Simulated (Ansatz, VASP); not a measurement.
**One calculation of Ti, two programs**

INCAR

```
SYSTEM = Ti
ALGO = Normal
DIPOL = 0.5 0.5 0.500
EDIFF = 1E-6
ENCUT = 400
GGA = PS
GGA_COMPAT = .FALSE.
IDIPOL = 3
ISIF = 2
ISMEAR = -5
LASPH = .TRUE.
LCHARG = .TRUE.
LDIPOL = .TRUE.
LELF = .TRUE.
LREAL = .FALSE.
LVACPOTAV = .TRUE.
LVHAR = .TRUE.
LWAVE = .FALSE.
NBANDS = 71
NELM = 120
NELMDL = -8
PREC = Accurate
SIGMA = 0.1
```

The input KPOINTS:

```
k-points
0
G
  12 8 1
  0 0 0
```

POSCAR

```
Ti
1.0
    2.7987936497      0.0000000000      0.0000000000
    0.0000000000      4.5152900626      0.0000000000
    0.0000000000      0.0000000000     26.7310676991
Ti
10
Direct
    0.5000000000      0.0000000000      0.2805724068
    0.0000000000      0.5000000000      0.3293340942
    0.5000000000      0.0000000000      0.3780957815
    0.5000000000      0.5000000000      0.4268574689
    0.0000000000      0.0000000000      0.4756191563
    0.5000000000      0.5000000000      0.5243808437
    0.5000000000      0.0000000000      0.5731425311
    0.0000000000      0.5000000000      0.6219042185
    0.5000000000      0.0000000000      0.6706659058
    0.5000000000      0.5000000000      0.7194275932
```

Input for Ansatz:

```yaml
crystal:
  lattice:
    - [2.7987936497, 0.0, 0.0]
    - [0.0, 4.5152900626, 0.0]
    - [0.0, 0.0, 26.7310676991]
  atoms:
    - { symbol: Ti, position: [0.5, 0.0, 0.2805724068] }
    - { symbol: Ti, position: [0.0, 0.5, 0.3293340942] }
    - { symbol: Ti, position: [0.5, 0.0, 0.3780957815] }
    - { symbol: Ti, position: [0.5, 0.5, 0.4268574689] }
    - { symbol: Ti, position: [0.0, 0.0, 0.4756191563] }
    - { symbol: Ti, position: [0.5, 0.5, 0.5243808437] }
    - { symbol: Ti, position: [0.5, 0.0, 0.5731425311] }
    - { symbol: Ti, position: [0.0, 0.5, 0.6219042185] }
    - { symbol: Ti, position: [0.5, 0.0, 0.6706659058] }
    - { symbol: Ti, position: [0.5, 0.5, 0.7194275932] }
basis:
  ecutwfc: 420
kpoints:
  mp_grid: { grid: [12, 8, 1] }
hamiltonian:
  xc: pbesol
scf:
  occupations: { method: tetrahedron }
output:
  forces: true
  eigenvalues: true
  stress: true
efield:
  axis: 3
  dipole_correction: true
  ramp_width: 0.04
```

Alike in both runs: task single point; functional PBEsol; k mesh 12 × 8 × 1; occupations tetrahedron; no spin polarisation.

```csv
,VASP,Ansatz
version,VASP 6.6.1,Ansatz 0.2.0
potentials or method,"VASP PAW PBE potentials, release 64 (Ti_sv), cutoff 400 eV","scalar-relativistic, plane waves, PAW"
valence electrons in the cell,120,120
```

```tsv
	VASP	Ansatz	Ansatz less VASP
gap on the k mesh at the Fermi level (eV)	none	none	-
rms of the force components (eV/Å)	0.227	0.229	+0.0021
```

VASP's potentials were made for PBE, not for PBEsol. Atom by atom the forces differ by 0.005 eV/Å (rms over components). A gap of «none» marks a metal or a gap that the smearing closes. Ansatz's warnings: band table not solved further, tetrahedron derivatives may miss energy slope.
